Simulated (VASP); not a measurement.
A run of VASP 6.6.1:

File INCAR:

```
SYSTEM = Se
  ALGO = Normal
  EDIFF = 1E-6
  ENCUT = 520
  GGA = PE
  ISIF = 2
  ISMEAR = -1
  LASPH = .True.
  LCHARG = .False.
  LREAL = .False.
  LWAVE = .False.
  NBANDS = 9
  NELM = 60
  PREC = Accurate
  SIGMA = 0.1
```

KPOINTS

```
k-points
0
Gamma
  14 14 14
  0 0 0
```

Contents of POSCAR:

```
Se
1.0
    2.7744191796      0.0000000000      0.0000000000
    0.0000000000      2.7744191796      0.0000000000
    0.0000000000      0.0000000000      2.7744191796
Se
1
Direct
    0.0000000000      0.0000000000      0.0000000000
```

Potentials or basis: VASP PAW PBE potentials, release 64 (Se).

Launch:

```sh
$ cat potpaw_PBE.64/Se/POTCAR > POTCAR
$ mpirun -np 1 vasp_std > vasp.out
```

Hardware: 1 thread of Intel Xeon 6975P-C (shared host).

Q: How long does it take, and how much memory?

A: Run time: 10 s on 1 thread of Intel Xeon 6975P-C, with other jobs on the host, peak memory 0.15 GiB. Counts: scf iterations 10, k points 120.
